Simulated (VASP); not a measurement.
Sc:

```
Sc
1.0
     3.38174    0.00000    0.00000
    -1.69087    2.92867    0.00000
     0.00000    0.00000    5.24768
Sc
2
Cartesian
  0.0000 1.9524 1.3119
  1.6909 0.9762 3.9358
```

```yaml
Program: VASP 6.6.1
Task: relaxation of cell and atoms
Functional: PBE
Potentials_or_basis: VASP PAW PBE potentials, release 64 (Sc_sv)
Cutoff: 600 eV
k_mesh: 15 × 15 × 8
Occupations: gaussian, width 0.1 eV
Spin: no spin polarisation
```

At the start: pressure -2.6 GPa; volume 25.99 Å³/atom.

Task: How do energy, volume and symmetry change on relaxing?

Result: Over 3 steps the energy falls by 11.1 meV/atom and the volume is 24.67 Å³/atom (-5.1 %); space group P6_3/mmc (No. 194, to 0.1 Å) before and after.

Step by step:
```csv
step,energy change (eV),largest force (eV/Å),pressure (GPa),volume (Å³)
1,0.0000,0.0000,-2.58,51.97
2,-0.0214,0.0000,0.53,48.88
3,-0.0221,0.0000,-0.02,49.34
```

Final structure:
```xyz
2
Lattice="3.3215 0.0000 0.0000 -1.6607 2.8765 0.0000 0.0000 0.0000 5.1644" Properties=species:S:1:pos:R:3 pbc="T T T"
Sc    0.0000    1.9176    1.2911
Sc    1.6607    0.9588    3.8733
```
